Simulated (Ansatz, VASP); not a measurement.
# One calculation of Na2S, two programs

Contents of POSCAR:

```
Na2S
1.0
    3.2735000000      3.2735000000      0.0000000000
   -3.2735000000      3.2735000000      0.0000000000
    0.0000000000      3.2735000000      3.2735000000
Na S
2 1
Direct
    0.2500000000      0.7500000000      0.5000000000
    0.7500000000      0.2500000000      0.5000000000
    0.0000000000      0.0000000000      0.0000000000
```

The input INCAR.step1:

```
PREC = Accurate ; ENCUT = 550
ISMEAR = -1 ; SIGMA = 0.05
LREAL = F ; LASPH = T
NELM = 120 ; GGA = PE
ALGO = Normal ; EDIFF = 1E-5
LWAVE = T ; LCHARG = F
GGA_COMPAT = F ; IBRION = 2
ISIF = 3 ; EDIFFG = -0.005
NELMIN = 4 ; NSW = 100
```

INCAR.step2

```
PREC = Accurate ; ENCUT = 550
EDIFF = 1E-7 ; ISMEAR = -1
SIGMA = 0.05 ; LREAL = F
LASPH = T ; NELM = 120
ALGO = Normal ; ISIF = 3
LWAVE = F ; LCHARG = F
METAGGA = R2SCAN ; LMIXTAU = T
IBRION = 2 ; NSW = 100
EDIFFG = -0.002 ; ISTART = 1
GGA_COMPAT = F ; NELMIN = 4
```

Contents of KPOINTS:

```
regular mesh
0
Gamma
  10 10 10
```

Input for Ansatz:

```yaml
crystal:
  lattice:
    - [3.2735, 3.2735, 0.0]
    - [-3.2735, 3.2735, 0.0]
    - [0.0, 3.2735, 3.2735]
  atoms:
    - { symbol: Na, position: [0.25, 0.75, 0.5] }
    - { symbol: Na, position: [0.75, 0.25, 0.5] }
    - { symbol: S, position: [0.0, 0.0, 0.0] }
kpoints:
  mp_grid: { grid: [10, 10, 10] }
scf:
  occupations: { method: fermi_dirac, width: 0.05 }
hamiltonian:
  xc: r2scan
  pseudopotentials: { kind: paw }
relax:
  f_tol: 0.002
  max_steps: 80
  cell: {}
output:
  forces: true
  stress: true
```

Alike in both runs: task relaxation of cell and atoms; functional r2SCAN; k mesh 10 × 10 × 10; occupations fermi-dirac, width 0.05 eV; no spin polarisation.

|  | VASP | Ansatz |
| --- | --- | --- |
| version | VASP 6.6.1 | Ansatz 0.2.0 |
| potentials or method | VASP PAW PBE potentials, release 64 (Na_pv, S) | PAW with Ansatz's default frozen-core files, scalar-relativistic |
| plane-wave cutoff (eV) | 550 | 500 |
| valence electrons in the cell | 20 | 24 |

```tsv
	VASP	Ansatz	Ansatz less VASP
relaxed volume (Å³/atom)	22.95	23.00	+0.054
relaxed cell length with the largest relative difference (Å)	4.600	4.604	+0.0036
```

VASP's potentials were made for PBE, not for r2SCAN. VASP's potentials hold 20 valence electrons a cell and Ansatz's 24, so a difference there can come from the potentials and not from the codes.
